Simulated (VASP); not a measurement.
# AlCr2C (P6_3/mmc) in VASP: further runs

AlCr2C is run at these levels: PBEsol; tasks: single point, relaxation of cell and atoms.

Program: VASP 6.6.1. These are calculated values, not measurements. Logs are shortened: lines on timing, memory, paths and dates and some standing lists are left out, and cuts for length are marked.

### Step 1. The cell of the first run

Symmetry: P6_3/mmc, No. 194, hexagonal system. Conventional cell: a = 2.813 Å, b = 2.813 Å, c = 12.593 Å, α = 90.00°, β = 90.00°, γ = 120.00°. Al (site symmetry -6m2) has 6 Cr at 2.64 Å and 6 Al at 2.81 Å within 3.5 Å. Cr (site symmetry 3m) has 3 C at 1.94 Å within 2.6 Å. Within 2.6 Å of C (site symmetry -3m) lie 6 Cr at 1.94 Å.

### Step 2. Single point, PBEsol

Input file INCAR:

```
PREC = Accurate
ENCUT = 520
EDIFF = 1E-6
ISMEAR = 0
SIGMA = 0.1
LREAL = F
LASPH = T
NELM = 100
ALGO = Normal
ISIF = 2
LWAVE = F
LCHARG = F
GGA = PS
NBANDS = 41
```

Input file KPOINTS:

```
regular mesh
0
Gamma
  15 15 4
```

Input file POSCAR:

```
AlCr2C
1.0
    2.8130321077      0.0000000000      0.0000000000
   -1.4065160538      2.4361572669      0.0000000000
    0.0000000000      0.0000000000     12.5928577827
Al Cr C
2 4 2
Direct
    0.6666666667      0.3333333333      0.2500000000
    0.3333333333      0.6666666667      0.7500000000
    0.3333333333      0.6666666667      0.4157001957
    0.6666666667      0.3333333333      0.9157001957
    0.6666666667      0.3333333333      0.5842998043
    0.3333333333      0.6666666667      0.0842998043
    0.0000000000      0.0000000000      0.5000000000
    0.0000000000      0.0000000000      0.0000000000
```

Potentials or basis: VASP PAW PBE potentials, release 64 (Al, Cr_pv, C).

The run is started by

```
cat potpaw_PBE.64/Al/POTCAR potpaw_PBE.64/Cr_pv/POTCAR potpaw_PBE.64/C/POTCAR > POTCAR
mpirun -np 1 vasp_std > vasp.out
```

OUTCAR:

```text
PREC = Accurate
   ENCUT = 520
   EDIFF = 1E-6
   ISMEAR = 0
   LREAL = F
   LASPH = T
   NELM = 100
   ISIF = 2
   GGA = PS

 ion  position               nearest neighbor table
   1  0.667  0.333  0.250-   3 2.64   6 2.64   3 2.64   6 2.64   3 2.64   6 2.64
   2  0.333  0.667  0.750-   4 2.64   5 2.64   4 2.64   5 2.64   4 2.64   5 2.64
   3  0.333  0.667  0.416-   7 1.94   7 1.94   7 1.94   1 2.64   1 2.64   1 2.64   5 2.67   5 2.67
                             5 2.67
   4  0.667  0.333  0.916-   8 1.94   8 1.94   8 1.94   2 2.64   2 2.64   2 2.64   6 2.67   6 2.67
                             6 2.67
   5  0.667  0.333  0.584-   7 1.94   7 1.94   7 1.94   2 2.64   2 2.64   2 2.64   3 2.67   3 2.67
                             3 2.67
   6  0.333  0.667  0.084-   8 1.94   8 1.94   8 1.94   1 2.64   1 2.64   1 2.64   4 2.67   4 2.67
                             4 2.67
   7  0.000  0.000  0.500-   3 1.94   5 1.94   3 1.94   5 1.94   5 1.94   3 1.94
   8  0.000  0.000  0.000-   4 1.94   6 1.94   6 1.94   4 1.94   4 1.94   6 1.94

  LATTYP: Found a hexagonal cell.
 ALAT       =     2.8130321077
 C/A-ratio  =     4.4766135972

  Lattice vectors:

 A1 = (   2.8130321077,   0.0000000000,   0.0000000000)
 A2 = (  -1.4065160538,   2.4361572669,   0.0000000000)
 A3 = (   0.0000000000,   0.0000000000,  12.5928577827)

Analysis of symmetry for initial positions (statically):
=====================================================================
 Subroutine PRICEL returns:
 Original cell was already a primitive cell.

 Routine SETGRP: Setting up the symmetry group for a
 hexagonal supercell.

 Subroutine GETGRP returns: Found 24 space group operations
 (whereof 12 operations were pure point group operations)
 out of a pool of 24 trial point group operations.

The static configuration has the point symmetry D_3d.
 The point group associated with its full space group is D_6h.

Analysis of symmetry for dynamics (positions and initial velocities):
=====================================================================
 Subroutine PRICEL returns:
 Original cell was already a primitive cell.

 Routine SETGRP: Setting up the symmetry group for a
 hexagonal supercell.

 Subroutine GETGRP returns: Found 24 space group operations
 (whereof 12 operations were pure point group operations)
 out of a pool of 24 trial point group operations.

The dynamic configuration has the point symmetry D_3d.
 The point group associated with its full space group is D_6h.

 Subroutine INISYM returns: Found 24 space group operations
 (whereof 12 operations are pure point group operations),
 and found     1 'primitive' translations

----------------------------------------------------------------------------------------

                                     Primitive cell

  volume of cell :      86.2987

  direct lattice vectors                    reciprocal lattice vectors
     2.813032108  0.000000000  0.000000000     0.355488299  0.205241265  0.000000000
    -1.406516054  2.436157267  0.000000000     0.000000000  0.410482531  0.000000000
     0.000000000  0.000000000 12.592857783     0.000000000  0.000000000  0.079410092

  length of vectors
     2.813032108  2.813032108 12.592857783     0.410482531  0.410482531  0.079410092

  position of ions in fractional coordinates (direct lattice)
     0.666666667  0.333333333  0.250000000
     0.333333333  0.666666667  0.750000000
     0.333333333  0.666666667  0.415700196
     0.666666667  0.333333333  0.915700196
     0.666666667  0.333333333  0.584299804
     0.333333333  0.666666667  0.084299804
     0.000000000  0.000000000  0.500000000
     0.000000000  0.000000000  0.000000000

  ion indices of the primitive-cell ions
   primitive index   ion index
                 1           1
                 2           2
                 3           3
                 4           4
                 5           5
                 6           6
                 7           7
                 8           8

----------------------------------------------------------------------------------------

 KPOINTS: regular mesh

Automatic generation of k-mesh.
 Grid dimensions read from file:
 generate k-points for:   15   15    4

 Generating k-lattice:

  Cartesian coordinates                     Fractional coordinates (reciprocal lattice)
     0.023699220  0.013682751  0.000000000     0.066666667  0.000000000  0.000000000
     0.000000000  0.027365502  0.000000000     0.000000000  0.066666667  0.000000000
     0.000000000  0.000000000  0.019852523     0.000000000  0.000000000  0.250000000

  Length of vectors
     0.027365502  0.027365502  0.019852523

  Shift w.r.t. Gamma in fractional coordinates (k-lattice)
     0.000000000  0.000000000  0.000000000

 Subroutine IBZKPT returns following result:
 ===========================================

 Found     81 irreducible k-points:

 Following reciprocal coordinates:
            Coordinates               Weight
  0.000000  0.000000  0.000000      1.000000
  0.066667  0.000000  0.000000      6.000000
  0.133333  0.000000  0.000000      6.000000
  0.200000  0.000000  0.000000      6.000000
  0.266667  0.000000  0.000000      6.000000
  0.333333  0.000000  0.000000      6.000000
[... 16 lines left out ...]
  0.333333  0.200000  0.000000     12.000000
  0.400000  0.200000  0.000000      6.000000
 [... further k-points ...]
   k-points           NKPTS =     81   k-points in BZ     NKDIM =     81   number of bands    NBANDS=     41
   number of dos      NEDOS =    301   number of ions     NIONS =      8
   total plane-waves  NPLWV =  55296
   dimension x,y,z NGX =    24 NGY =   24 NGZ =   96
   dimension x,y,z NGXF=    48 NGYF=   48 NGZF=  192
   ions per type =               2   4   2
   NGX,Y,Z   is equivalent  to a cutoff of  14.18, 14.18, 12.67 a.u.
   NGXF,Y,Z  is equivalent  to a cutoff of  28.37, 28.37, 25.35 a.u.
 SYSTEM =  unknown system
   PREC   = accura    normal or accurate (medium, high low for compatibility)
   ISTART =      0    job   : 0-new  1-cont  2-samecut
   ICHARG =      2    charge: 1-file 2-atom 10-const
   ISPIN  =      1    spin polarized calculation?
   LNONCOLLINEAR =      F non collinear calculations
   LSORBIT =      F    spin-orbit coupling
   LASPH  =      T    aspherical Exc in radial PAW
   ENCUT  =  520.0 eV  38.22 Ry    6.18 a.u.   5.23  5.23 23.41*2*pi/ulx,y,z
   NELM   =    100;   NELMIN=  2; NELMDL= -5     # of ELM steps
   EDIFF  = 0.1E-05   stopping-criterion for ELM
   LREAL  =      F    real-space projection
   EDIFFG = 0.1E-04   stopping-criterion for IOM
   NSW    =      0    number of steps for IOM
   IBRION =     -1    ionic relax: 0-MD 1-quasi-New 2-CG
   NFREE  =      0    steps in history (QN), initial steepest desc. (CG)
   ISIF   =      2    stress and relaxation
   ISYM   =      2    0-nonsym 1-usesym 2-fastsym
   POTIM  = 0.5000    time-step for ionic-motion
   TEBEG  =    0.0;   TEEND  =   0.0 temperature during run
   PSTRESS=    0.0 pullay stress
   NELECT =      62.0000    total number of electrons
   NUPDOWN=      -1.0000    fix difference up-down
   EMIN   =  10.00;   EMAX   =-10.00  energy-range for DOS
   EFERMI =   0.00;   METHOD = LEGACY
   ISMEAR =     0;   SIGMA  =   0.10  broadening in eV -4-tet -1-fermi 0-gaus
   EFERMI_NEDOS =   21; number of points for ismear=-14 and -15
   IALGO  =     38    algorithm
   IMIX   =      4    mixing-type and parameters
     AMIX     =   0.40;   BMIX     =  1.00
     AMIX_MAG =   1.60;   BMIX_MAG =  1.00
  volume/ion in A,a.u.               =      10.79        72.80
  Fermi-wavevector in a.u.,A,eV,Ry     =   1.466236  2.770785 29.250469  2.149849
  Thomas-Fermi vector in A             =   2.581998
   LORBIT       =      0    0 simple, 1 ext, 2 COOP (PROOUT), +10 PAW based schemes
   GGA     = PS    functional components
   LHFCALC =     F    Hartree Fock is set to
   AEXX    =    0.0000 exact exchange contribution
   IVDW    =     0    specifies the selected vdW correction
   LEPSILON=     F    determine dielectric tensor
   LRPA    =     F    only Hartree local field effects (RPA)
 non-spin polarized calculation
 Gauss-broadening in eV      SIGMA  =   0.10
  energy-cutoff  :      520.00
  volume of cell :       86.30
 maximum number of plane-waves:      2347
 NGX is ok and might be reduce to    24
   NGX = 11   NGY = 11   NGZ = 47

 number of electron      61.9999992 magnetization

 Free energy of the ion-electron system (eV)
  ---------------------------------------------------
  ext. energy  EPLUGINS =         0.00000000
  ---------------------------------------------------
  free energy    TOTEN  =       -70.27294084 eV

  energy without entropy =      -70.24124796  energy(sigma->0) =      -70.25709440

 E-fermi :  10.1976     XC(G=0): -12.7215

 val. band max:       10.1971193779   @ k =   0.2000   0.0667   0.0000
 cond. band min:      10.1982511234   @ k =   0.4000   0.0667   0.5000
 fundamental gap:      0.0011317455
 Fermi energy:        10.1976189913

 k-point     1 :       0.0000    0.0000    0.0000
  band No.  band energies     occupation
      1     -33.0815      2.00000
      2     -33.0799      2.00000
      3     -32.8344      2.00000
      4     -32.8344      2.00000
      5     -32.8344      2.00000
      6     -32.8344      2.00000
[... 33 lines left out ...]
     40      13.6939      0.00000
     41      15.3364      0.00000

 k-point     2 :       0.0667    0.0000    0.0000
  band No.  band energies     occupation
      1     -33.0784      2.00000
      2     -33.0769      2.00000
      3     -32.8510      2.00000
      4     -32.8509      2.00000
      5     -32.8392      2.00000
      6     -32.8392      2.00000
[... 33 lines left out ...]
     40      13.8197      0.00000
     41      15.3848      0.00000

 k-point     3 :       0.1333    0.0000    0.0000
  band No.  band energies     occupation
      1     -33.0708      2.00000
      2     -33.0695      2.00000
      3     -32.8945      2.00000
      4     -32.8943      2.00000
      5     -32.8524      2.00000
      6     -32.8523      2.00000
[... 33 lines left out ...]
     40      14.1079      0.00000
     41      15.2515      0.00000

 k-point     4 :       0.2000    0.0000    0.0000
  band No.  band energies     occupation
      1     -33.0648      2.00000
      2     -33.0638      2.00000
      3     -32.9537      2.00000
      4     -32.9534      2.00000
      5     -32.8707      2.00000
      6     -32.8706      2.00000
[... 825 lines left out ...]
     40      13.3105      0.00000
     41      13.4079      0.00000

 k-point    23 :       0.3333    0.2000    0.0000
  band No.  band energies     occupation
      1     -33.1342      2.00000
      2     -33.1339      2.00000
      3     -33.0885      2.00000
      4     -33.0882      2.00000
      5     -32.9973      2.00000
      6     -32.9972      2.00000
[... 33 lines left out ...]
     40      12.8844      0.00000
     41      13.3389      0.00000

 k-point    24 :       0.4000    0.2000    0.0000
  band No.  band energies     occupation
      1     -33.1407      2.00000
      2     -33.1405      2.00000
      3     -33.0916      2.00000
      4     -33.0913      2.00000
      5     -33.0043      2.00000
      6     -33.0041      2.00000
[... 33 lines left out ...]
     40      12.8127      0.00000
     41      13.4754      0.00000

 [... further k-points ...]

------------------------ aborting loop because EDIFF is reached ----------------------------------------

  FORCE on cell =-STRESS in cart. coord.  units (eV):
  Direction    XX          YY          ZZ          XY          YZ          ZX
  --------------------------------------------------------------------------------------
  -------------------------------------------------------------------------------------
  Total        0.0995144      0.0995144      0.0201542      0.0000000      0.0000000     -0.0000000
  in kB        1.8475321      1.8475321      0.3741718      0.0000000      0.0000000     -0.0000000
  external PRESSURE =       1.3564120 kB  Pullay stress =       0.0000000 kB

 VOLUME and BASIS-vectors are now :
 -----------------------------------------------------------------------------
  energy-cutoff  :      520.00
  volume of cell :       86.30
      direct lattice vectors                 reciprocal lattice vectors
     2.813032108  0.000000000  0.000000000     0.355488299  0.205241265  0.000000000
    -1.406516054  2.436157267  0.000000000     0.000000000  0.410482531  0.000000000
     0.000000000  0.000000000 12.592857783     0.000000000  0.000000000  0.079410092

 POSITION                                       TOTAL-FORCE (eV/Angst)
 -----------------------------------------------------------------------------------
      1.40652      0.81205      3.14821        -0.000000      0.000000      0.000000
     -0.00000      1.62410      9.44464        -0.000000      0.000000      0.000000
     -0.00000      1.62410      5.23485         0.000000      0.000000     -0.031248
      1.40652      0.81205     11.53128         0.000000     -0.000000     -0.031248
      1.40652      0.81205      7.35800        -0.000000     -0.000000      0.031248
     -0.00000      1.62410      1.06158         0.000000      0.000000      0.031248
      0.00000      0.00000      6.29643        -0.000000      0.000000      0.000000
      0.00000      0.00000      0.00000        -0.000000      0.000000      0.000000
 -----------------------------------------------------------------------------------
    total drift:                               -0.000000      0.000000     -0.000000

  FREE ENERGIE OF THE ION-ELECTRON SYSTEM (eV)
  ---------------------------------------------------
  free  energy   TOTEN  =       -70.2729408357 eV

  energy  without entropy=      -70.2412479560  energy(sigma->0) =      -70.25709440
```

Wall time 2.3 min (1 thread of Intel Xeon 6975P-C (Granite Rapids), shared host); peak memory 0.38 GiB.

Results:

```yaml
Free_energy: -70.2729 eV
Pressure: 0.1 GPa
Largest_force: 0.031 eV/Å
Band_gap_on_the_k_mesh: zero (band 31 reaches 10.59 eV, above the bottom of band 32 at 9.73 eV)
```

Forces in eV/Å, atoms in the order of the input:
```
Al   0.000  0.000  0.000
Al   0.000  0.000  0.000
Cr   0.000  0.000 -0.031
Cr   0.000  0.000 -0.031
Cr   0.000  0.000  0.031
Cr   0.000  0.000  0.031
C    0.000  0.000  0.000
C    0.000  0.000  0.000
```

Levels at points of the mesh, in eV from the Fermi level:
| k point | band 29 | band 30 | band 31 | band 32 | band 33 | band 34 |
| --- | --- | --- | --- | --- | --- | --- |
| (0.00, 0.00, 0.00) | -1.11 | -1.11 | -0.22 | -0.22 | -0.19 | -0.19 |
| (0.00, 0.00, 0.50) | -1.12 | -1.12 | -0.21 | -0.21 | -0.21 | -0.21 |

Caveat: the PAW data sets were made with another functional, which shifts forces and pressure a little. Spin polarisation is off, so any magnetic state and its effect on volume and gap are missing.

(Part 1 of 2 ends here.)
